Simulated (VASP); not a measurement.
Crystal: Zr2TeSe.

```
CELL_PARAMETERS angstrom
2.03141 1.17284 7.19229
-2.03141 1.17284 7.19229
0.00000 -2.34567 7.19229
ATOMIC_POSITIONS crystal
Zr 0.73769 0.73769 0.73769
Zr 0.26231 0.26231 0.26231
Te 0.50000 0.50000 0.50000
Se 0.00000 0.00000 0.00000
```

The cell was generated, and may not be a known phase.

- Program: VASP 6.6.1
- Task: relaxation of cell and atoms
- Functional: PBE
- Potentials or basis: VASP PAW PBE potentials, release 64 (Zr_sv, Te, Se)
- Cutoff: 600 eV
- k mesh: 6 × 6 × 6
- Occupations: gaussian, width 0.1 eV
- Spin: no spin polarisation

At the start: pressure -8.8 GPa; volume 25.70 Å³/atom.

Problem. How do energy, volume and symmetry change on relaxing?

Solution. Over 17 steps the energy falls by 150.1 meV/atom and the volume is 23.45 Å³/atom (-8.8 %); space group R-3m (No. 166, to 0.1 Å) before and after.

Step by step:
| step | energy change (eV) | largest force (eV/Å) | pressure (GPa) | volume (Å³) |
| --- | --- | --- | --- | --- |
| 1 | 0.0000 | 1.1529 | -8.80 | 102.81 |
| 2 | -0.1757 | 0.7246 | 12.00 | 83.21 |
| 3 | -0.4163 | 1.0708 | 0.84 | 90.85 |
| 4 | -0.4164 | 1.0644 | 1.10 | 90.62 |
| 5 | -0.5132 | 0.5930 | 1.39 | 90.77 |
| 6 | -0.5475 | 0.0872 | 1.85 | 90.89 |
| 7 | -0.5498 | 0.0807 | 2.05 | 90.93 |
| 8 | -0.5570 | 0.1045 | -2.23 | 95.31 |
| 9 | -0.5678 | 0.0141 | -0.45 | 93.34 |
| 10 | -0.5773 | 0.0683 | -0.32 | 93.31 |
| 11 | -0.5920 | 0.2641 | 0.12 | 93.13 |
| 12 | -0.5987 | 0.0957 | 0.19 | 93.44 |
| 13 | -0.5988 | 0.0686 | 0.20 | 93.48 |
| 14 | -0.5999 | 0.0470 | -0.31 | 94.04 |
| 15 | -0.5999 | 0.0494 | -0.25 | 93.98 |
| 16 | -0.6000 | 0.0506 | 0.22 | 93.62 |
| 17 | -0.6004 | 0.0038 | 0.01 | 93.79 |

Final structure:
```
CELL_PARAMETERS angstrom
2.04290 1.17947 6.48741
-2.04290 1.17947 6.48741
0.00000 -2.35894 6.48741
ATOMIC_POSITIONS crystal
Zr 0.72840 0.72840 0.72840
Zr 0.27160 0.27160 0.27160
Te 0.50000 0.50000 0.50000
Se 0.00000 0.00000 0.00000
```
